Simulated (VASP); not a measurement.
# CaDyAs3 (Pm-3m) in VASP: settings compared

Aim: see how the results for CaDyAs3 move with the level of theory and the settings. Levels: revPBE, PBE. Tasks: single point, relaxation of cell and atoms.

All numbers are computed with VASP 6.6.1; they aren't measurements. Logs are shortened: lines on timing, memory, paths and dates and some standing lists are left out, and cuts for length are marked.

### 1 The cell of the first run

Symmetry: Pm-3m, No. 221, cubic system. Conventional cell: a = 5.181 Å, b = 5.181 Å, c = 5.181 Å, α = 90.00°, β = 90.00°, γ = 90.00°. Ca (site symmetry m-3m) has 6 As at 2.59 Å within 3.4 Å. Dy (site symmetry m-3m) has 12 As at 3.66 Å and 8 Ca at 4.49 Å within 4.8 Å. As (site symmetry 4/mmm) has 2 Ca at 2.59 Å within 3.4 Å.

### 2 Single point, revPBE

INCAR

```
PREC = Accurate ; ENCUT = 500
EDIFF = 1E-6 ; ISMEAR = 1
SIGMA = 0.1 ; LREAL = False
LASPH = True ; NELM = 200
ALGO = Normal ; ISIF = 2
LWAVE = False ; LCHARG = False
GGA = RE ; NBANDS = 25
GGA_COMPAT = False ; LMAXMIX = 6
```

KPOINTS

```
Automatic mesh
0
Gamma
  8 8 8
```

POSCAR

```
CaDyAs3
1.0
    5.1806528813      0.0000000000      0.0000000000
    0.0000000000      5.1806528813      0.0000000000
    0.0000000000      0.0000000000      5.1806528813
Ca Dy As
1 1 3
Direct
    0.5000000000      0.5000000000      0.5000000000
    0.0000000000      0.0000000000      0.0000000000
    0.5000000000      0.0000000000      0.5000000000
    0.0000000000      0.5000000000      0.5000000000
    0.5000000000      0.5000000000      0.0000000000
```

Potentials or basis: VASP PAW PBE potentials, release 64 (Ca_sv, Dy_3, As), 4f in core.

On the command line:

```sh
> cat potpaw_PBE.64/Ca_sv/POTCAR potpaw_PBE.64/Dy_3/POTCAR potpaw_PBE.64/As/POTCAR > POTCAR
> mpirun -np 1 vasp_std > vasp.out
```

OUTCAR:

```text
PREC = Accurate
   ENCUT = 500
   EDIFF = 1E-6
   ISMEAR = 1
   LREAL = False
   LASPH = True
   NELM = 200
   ISIF = 2
   GGA = RE

 ion  position               nearest neighbor table
   1  0.500  0.500  0.500-   3 2.59   4 2.59   5 2.59   5 2.59   3 2.59   4 2.59
   2  0.000  0.000  0.000-
   3  0.500  0.000  0.500-   1 2.59   1 2.59
   4  0.000  0.500  0.500-   1 2.59   1 2.59
   5  0.500  0.500  0.000-   1 2.59   1 2.59

  LATTYP: Found a simple cubic cell.
 ALAT       =     5.1806528813

  Lattice vectors:

 A1 = (   5.1806528813,   0.0000000000,   0.0000000000)
 A2 = (   0.0000000000,   5.1806528813,   0.0000000000)
 A3 = (   0.0000000000,   0.0000000000,   5.1806528813)

Analysis of symmetry for initial positions (statically):
=====================================================================
 Subroutine PRICEL returns:
 Original cell was already a primitive cell.

 Routine SETGRP: Setting up the symmetry group for a
 simple cubic supercell.

 Subroutine GETGRP returns: Found 48 space group operations
 (whereof 48 operations were pure point group operations)
 out of a pool of 48 trial point group operations.

The static configuration has the point symmetry O_h .

Analysis of symmetry for dynamics (positions and initial velocities):
=====================================================================
 Subroutine PRICEL returns:
 Original cell was already a primitive cell.

 Routine SETGRP: Setting up the symmetry group for a
 simple cubic supercell.

 Subroutine GETGRP returns: Found 48 space group operations
 (whereof 48 operations were pure point group operations)
 out of a pool of 48 trial point group operations.

The dynamic configuration has the point symmetry O_h .

 Subroutine INISYM returns: Found 48 space group operations
 (whereof 48 operations are pure point group operations),
 and found     1 'primitive' translations

----------------------------------------------------------------------------------------

                                     Primitive cell

  volume of cell :     139.0444

  direct lattice vectors                    reciprocal lattice vectors
     5.180652881  0.000000000  0.000000000     0.193025864  0.000000000  0.000000000
     0.000000000  5.180652881  0.000000000     0.000000000  0.193025864  0.000000000
     0.000000000  0.000000000  5.180652881     0.000000000  0.000000000  0.193025864

  length of vectors
     5.180652881  5.180652881  5.180652881     0.193025864  0.193025864  0.193025864

  position of ions in fractional coordinates (direct lattice)
     0.500000000  0.500000000  0.500000000
     0.000000000  0.000000000  0.000000000
     0.500000000  0.000000000  0.500000000
     0.000000000  0.500000000  0.500000000
     0.500000000  0.500000000  0.000000000

  ion indices of the primitive-cell ions
   primitive index   ion index
                 1           1
                 2           2
                 3           3
                 4           4
                 5           5

----------------------------------------------------------------------------------------

 KPOINTS: Automatic mesh

Automatic generation of k-mesh.
 Grid dimensions read from file:
 generate k-points for:    8    8    8

 Generating k-lattice:

  Cartesian coordinates                     Fractional coordinates (reciprocal lattice)
     0.024128233  0.000000000  0.000000000     0.125000000  0.000000000  0.000000000
     0.000000000  0.024128233  0.000000000     0.000000000  0.125000000  0.000000000
     0.000000000  0.000000000  0.024128233     0.000000000  0.000000000  0.125000000

  Length of vectors
     0.024128233  0.024128233  0.024128233

  Shift w.r.t. Gamma in fractional coordinates (k-lattice)
     0.000000000  0.000000000  0.000000000

 Subroutine IBZKPT returns following result:
 ===========================================

 Found     35 irreducible k-points:

 Following reciprocal coordinates:
            Coordinates               Weight
  0.000000  0.000000  0.000000      1.000000
  0.125000  0.000000  0.000000      6.000000
  0.250000  0.000000  0.000000      6.000000
  0.375000  0.000000  0.000000      6.000000
  0.500000  0.000000  0.000000      3.000000
  0.125000  0.125000  0.000000     12.000000
[... 16 lines left out ...]
  0.375000  0.375000  0.125000     24.000000
  0.500000  0.375000  0.125000     24.000000
 [... further k-points ...]
   k-points           NKPTS =     35   k-points in BZ     NKDIM =     35   number of bands    NBANDS=     25
   number of dos      NEDOS =    301   number of ions     NIONS =      5
   total plane-waves  NPLWV =  64000
   dimension x,y,z NGX =    40 NGY =   40 NGZ =   40
   dimension x,y,z NGXF=    80 NGYF=   80 NGZF=   80
   ions per type =               1   1   3
   NGX,Y,Z   is equivalent  to a cutoff of  12.84, 12.84, 12.84 a.u.
   NGXF,Y,Z  is equivalent  to a cutoff of  25.67, 25.67, 25.67 a.u.
 SYSTEM =  unknown system
   PREC   = accura    normal or accurate (medium, high low for compatibility)
   ISTART =      0    job   : 0-new  1-cont  2-samecut
   ICHARG =      2    charge: 1-file 2-atom 10-const
   ISPIN  =      1    spin polarized calculation?
   LNONCOLLINEAR =      F non collinear calculations
   LSORBIT =      F    spin-orbit coupling
   LASPH  =      T    aspherical Exc in radial PAW
   ENCUT  =  500.0 eV  36.75 Ry    6.06 a.u.   9.45  9.45  9.45*2*pi/ulx,y,z
   NELM   =    200;   NELMIN=  2; NELMDL= -5     # of ELM steps
   EDIFF  = 0.1E-05   stopping-criterion for ELM
   LREAL  =      F    real-space projection
   EDIFFG = 0.1E-04   stopping-criterion for IOM
   NSW    =      0    number of steps for IOM
   IBRION =     -1    ionic relax: 0-MD 1-quasi-New 2-CG
   NFREE  =      0    steps in history (QN), initial steepest desc. (CG)
   ISIF   =      2    stress and relaxation
   ISYM   =      2    0-nonsym 1-usesym 2-fastsym
   POTIM  = 0.5000    time-step for ionic-motion
   TEBEG  =    0.0;   TEEND  =   0.0 temperature during run
   PSTRESS=    0.0 pullay stress
   NELECT =      34.0000    total number of electrons
   NUPDOWN=      -1.0000    fix difference up-down
   EMIN   =  10.00;   EMAX   =-10.00  energy-range for DOS
   EFERMI =   0.00;   METHOD = LEGACY
   ISMEAR =     1;   SIGMA  =   0.10  broadening in eV -4-tet -1-fermi 0-gaus
   EFERMI_NEDOS =   21; number of points for ismear=-14 and -15
   IALGO  =     38    algorithm
   IMIX   =      4    mixing-type and parameters
     AMIX     =   0.40;   BMIX     =  1.00
     AMIX_MAG =   1.60;   BMIX_MAG =  1.00
  volume/ion in A,a.u.               =      27.81       187.66
  Fermi-wavevector in a.u.,A,eV,Ry     =   1.023725  1.934560 14.259081  1.048013
  Thomas-Fermi vector in A             =   2.157474
   LORBIT       =      0    0 simple, 1 ext, 2 COOP (PROOUT), +10 PAW based schemes
   GGA     = RE    functional components
   LHFCALC =     F    Hartree Fock is set to
   AEXX    =    0.0000 exact exchange contribution
   IVDW    =     0    specifies the selected vdW correction
   LEPSILON=     F    determine dielectric tensor
   LRPA    =     F    only Hartree local field effects (RPA)
 non-spin polarized calculation
 Methfessel and Paxton  Order N= 1 SIGMA  =   0.10
  energy-cutoff  :      500.00
  volume of cell :      139.04
 maximum number of plane-waves:      3575
 NGX is ok and might be reduce to    40
   NGX = 19   NGY = 19   NGZ = 19

 number of electron      34.0000003 magnetization

 Free energy of the ion-electron system (eV)
  ---------------------------------------------------
  ext. energy  EPLUGINS =         0.00000000
  ---------------------------------------------------
  free energy    TOTEN  =       -18.20111096 eV

  energy without entropy =      -18.20059338  energy(sigma->0) =      -18.20093843

 E-fermi :   3.2058     XC(G=0):  -9.1776

 val. band max:        3.1935639490   @ k =   0.5000   0.2500   0.0000
 cond. band min:       3.2153990169   @ k =   0.5000   0.5000   0.2500
 fundamental gap:      0.0218350679
 Fermi energy:         3.2057851270

 k-point     1 :       0.0000    0.0000    0.0000
  band No.  band energies     occupation
      1     -35.7569      2.00000
      2     -22.1904      2.00000
      3     -22.1904      2.00000
      4     -22.1904      2.00000
      5     -17.0141      2.00000
      6     -17.0141      2.00000
[... 17 lines left out ...]
     24       4.4929     -0.00000
     25       4.4929     -0.00000

 k-point     2 :       0.1250    0.0000    0.0000
  band No.  band energies     occupation
      1     -35.7570      2.00000
      2     -22.1910      2.00000
      3     -22.1903      2.00000
      4     -22.1903      2.00000
      5     -17.0196      2.00000
      6     -17.0138      2.00000
[... 17 lines left out ...]
     24       4.5991     -0.00000
     25       4.5991     -0.00000

 k-point     3 :       0.2500    0.0000    0.0000
  band No.  band energies     occupation
      1     -35.7570      2.00000
      2     -22.1924      2.00000
      3     -22.1902      2.00000
      4     -22.1902      2.00000
      5     -17.0327      2.00000
      6     -17.0132      2.00000
[... 17 lines left out ...]
     24       5.2983      0.00000
     25       5.3051      0.00000

 k-point     4 :       0.3750    0.0000    0.0000
  band No.  band energies     occupation
      1     -35.7571      2.00000
      2     -22.1939      2.00000
      3     -22.1900      2.00000
      4     -22.1900      2.00000
      5     -17.0456      2.00000
      6     -17.0126      2.00000
[... 17 lines left out ...]
     24       5.9853      0.00000
     25       6.0405      0.00000
[... 477 lines left out ...]
 k-point    22 :       0.5000    0.2500    0.1250
  band No.  band energies     occupation
      1     -35.7572      2.00000
      2     -22.1942      2.00000
      3     -22.1919      2.00000
      4     -22.1903      2.00000
      5     -17.0494      2.00000
      6     -17.0303      2.00000
[... 17 lines left out ...]
     24       6.0971      0.00000
     25       6.4471      0.00000

 k-point    23 :       0.3750    0.3750    0.1250
  band No.  band energies     occupation
      1     -35.7573      2.00000
      2     -22.1934      2.00000
      3     -22.1934      2.00000
      4     -22.1902      2.00000
      5     -17.0434      2.00000
      6     -17.0432      2.00000
[... 17 lines left out ...]
     24       6.1515      0.00000
     25       6.3938      0.00000

 k-point    24 :       0.5000    0.3750    0.1250
  band No.  band energies     occupation
      1     -35.7573      2.00000
      2     -22.1940      2.00000
      3     -22.1934      2.00000
      4     -22.1902      2.00000
      5     -17.0486      2.00000
      6     -17.0430      2.00000
[... 17 lines left out ...]
     24       6.0559      0.00000
     25       6.2939      0.00000

 [... further k-points ...]

------------------------ aborting loop because EDIFF is reached ----------------------------------------

  FORCE on cell =-STRESS in cart. coord.  units (eV):
  Direction    XX          YY          ZZ          XY          YZ          ZX
  --------------------------------------------------------------------------------------
  -------------------------------------------------------------------------------------
  Total        1.0578609      1.0578609      1.0578609      0.0000000     -0.0000000     -0.0000000
  in kB       12.1894940     12.1894940     12.1894940      0.0000000     -0.0000000     -0.0000000
  external PRESSURE =      12.1894940 kB  Pullay stress =       0.0000000 kB

 VOLUME and BASIS-vectors are now :
 -----------------------------------------------------------------------------
  energy-cutoff  :      500.00
  volume of cell :      139.04
      direct lattice vectors                 reciprocal lattice vectors
     5.180652881  0.000000000  0.000000000     0.193025864  0.000000000  0.000000000
     0.000000000  5.180652881  0.000000000     0.000000000  0.193025864  0.000000000
     0.000000000  0.000000000  5.180652881     0.000000000  0.000000000  0.193025864

 POSITION                                       TOTAL-FORCE (eV/Angst)
 -----------------------------------------------------------------------------------
      2.59033      2.59033      2.59033         0.000000      0.000000      0.000000
      0.00000      0.00000      0.00000         0.000000      0.000000      0.000000
      2.59033      0.00000      2.59033         0.000000      0.000000      0.000000
      0.00000      2.59033      2.59033         0.000000      0.000000      0.000000
      2.59033      2.59033      0.00000         0.000000      0.000000      0.000000
 -----------------------------------------------------------------------------------
    total drift:                                0.000000      0.000000     -0.000000

  FREE ENERGIE OF THE ION-ELECTRON SYSTEM (eV)
  ---------------------------------------------------
  free  energy   TOTEN  =       -18.2011109616 eV

  energy  without entropy=      -18.2005933803  energy(sigma->0) =      -18.20093843
```

It took 2.3 min on 1 thread of Intel Xeon Platinum 8488C (Sapphire Rapids), shared host; peak memory 0.32 GiB.

What came out:

* Free energy: -18.2011 eV
* Pressure: 1.2 GPa
* Band gap on the k mesh: zero (bands 17 and 18 overlap by 1.18 eV)

Levels at points of the mesh, in eV from the Fermi level:
| k point | band 15 | band 16 | band 17 | band 18 | band 19 | band 20 |
| --- | --- | --- | --- | --- | --- | --- |
| (0.00, 0.00, 0.00) | -0.20 | -0.20 | 0.49 | 0.77 | 0.77 | 0.96 |
| (0.50, 0.00, 0.00) | -1.70 | -1.57 | -1.57 | 0.70 | 0.70 | 1.26 |
| (0.50, 0.50, 0.00) | -1.41 | -1.41 | -1.01 | -0.57 | 0.74 | 1.34 |
| (0.50, 0.50, 0.50) | -0.97 | -0.97 | 0.18 | 1.46 | 1.46 | 1.46 |

Caveat: the PAW data sets were made with another functional, which shifts forces and pressure a little; spin-orbit coupling is left out, which moves the levels of the heavy elements; the 4f electrons are frozen in the core, so they carry no moment and show no levels.

### 3 Relaxation of cell and atoms, PBE

This run uses another cell than the first one, of 27.88 Å³/atom.

INCAR

```
  ALGO = Normal
  EDIFF = 1E-7
  EDIFFG = -0.01
  ENCUT = 500
  GGA = PE
  GGA_COMPAT = False
  IBRION = 2
  ISIF = 3
  ISMEAR = 0
  LASPH = True
  LCHARG = False
  LMAXMIX = 6
  LREAL = False
  LWAVE = False
  NELM = 200
  NELMIN = 4
  NSW = 100
  PREC = Accurate
  SIGMA = 0.1
```

KPOINTS

```
k-points
0
Gamma
  8 8 8
```

POSCAR, as its differences from that of step 2:

```diff
@@ -2,5 +2,5 @@
 1.0
-    5.1806528813      0.0000000000      0.0000000000
-    0.0000000000      5.1806528813      0.0000000000
-    0.0000000000      0.0000000000      5.1806528813
+    5.1850447228      0.0000000000      0.0000000000
+    0.0000000000      5.1850447228      0.0000000000
+    0.0000000000      0.0000000000      5.1850447228
 Ca Dy As
```

Potentials or basis: VASP PAW PBE potentials, release 64 (Ca_sv, Dy_3, As), 4f in core.

On the command line:

```sh
> cat potpaw_PBE.64/Ca_sv/POTCAR potpaw_PBE.64/Dy_3/POTCAR potpaw_PBE.64/As/POTCAR > POTCAR
> mpirun -np 1 vasp_std > vasp.out
```

It took 2 min on 1 thread of Intel Xeon Platinum 8488C (Sapphire Rapids), shared host; peak memory 0.31 GiB.

The run converged. Its results:

* Free energy: -19.6503 eV
* Pressure after relaxing: 0.0 GPa
* Band gap on the k mesh: zero (bands 17 and 18 overlap by 1.14 eV)

Final structure:
```yaml
crystal:
  lattice:
    - [5.18504, 0.00000, 0.00000]
    - [0.00000, 5.18504, 0.00000]
    - [0.00000, 0.00000, 5.18504]
  atoms:
    - { symbol: Ca, position: [0.50000, 0.50000, 0.50000] }
    - { symbol: Dy, position: [0.00000, 0.00000, 0.00000] }
    - { symbol: As, position: [0.50000, 0.00000, 0.50000] }
    - { symbol: As, position: [0.00000, 0.50000, 0.50000] }
    - { symbol: As, position: [0.50000, 0.50000, 0.00000] }
```

Levels at points of the mesh, in eV from the Fermi level:
```csv
k point,band 15,band 16,band 17,band 18,band 19,band 20
"(0.00, 0.00, 0.00)",-0.18,-0.18,0.43,0.76,0.79,0.96
"(0.50, 0.00, 0.00)",-1.69,-1.55,-1.55,0.71,0.71,1.26
"(0.50, 0.50, 0.00)",-1.39,-1.39,-1.00,-0.55,0.75,1.32
"(0.50, 0.50, 0.50)",-0.96,-0.96,0.14,1.47,1.47,1.47
```

Caveat: the relaxation stopped at its first step, so nothing moved; spin-orbit coupling is left out, which moves the levels of the heavy elements; the 4f electrons are frozen in the core, so they carry no moment and show no levels. Spin polarisation is off, so any magnetic state and its effect on volume and gap are missing.
